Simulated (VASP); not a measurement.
Runs of VASP 6.6.1 on Ru. The structure is that of space group P6_3/mmc (No. 194), or close to it. The cells are those of the table. 

```tsv
cell	gap on the mesh (eV)	pressure (GPa)
a = 2.706, b = 2.706, c = 4.282 Å, angles 90.0, 90.0, 120.0°, 2 atoms	none	4.7
a = 2.651, b = 2.651, c = 4.194 Å, angles 90.0, 90.0, 120.0°, 2 atoms	none	(b)
a = 2.678, b = 2.678, c = 4.239 Å, angles 90.0, 90.0, 120.0°, 2 atoms	none	(a)
a = 2.733, b = 2.733, c = 4.324 Å, angles 90.0, 90.0, 120.0°, 2 atoms	none	-4.6
a = 2.759, b = 2.759, c = 4.366 Å, angles 90.0, 90.0, 120.0°, 2 atoms	none	-12.3
```

Alike in all rows: task single point; level PBE; potentials or basis VASP PAW PBE potentials, release 64 (Ru_pv); no spin polarisation; k mesh 14 × 14 × 8; cutoff (eV) 520; smearing fermi-dirac 0.1 eV.

Task: Fill in the values left out.

Result: (a) 15.7; (b) 28.7.

A k mesh can miss the band edges, and the runs leave out spin-orbit coupling on Ru.

A gap of «none» marks levels without a gap at the run's occupations.
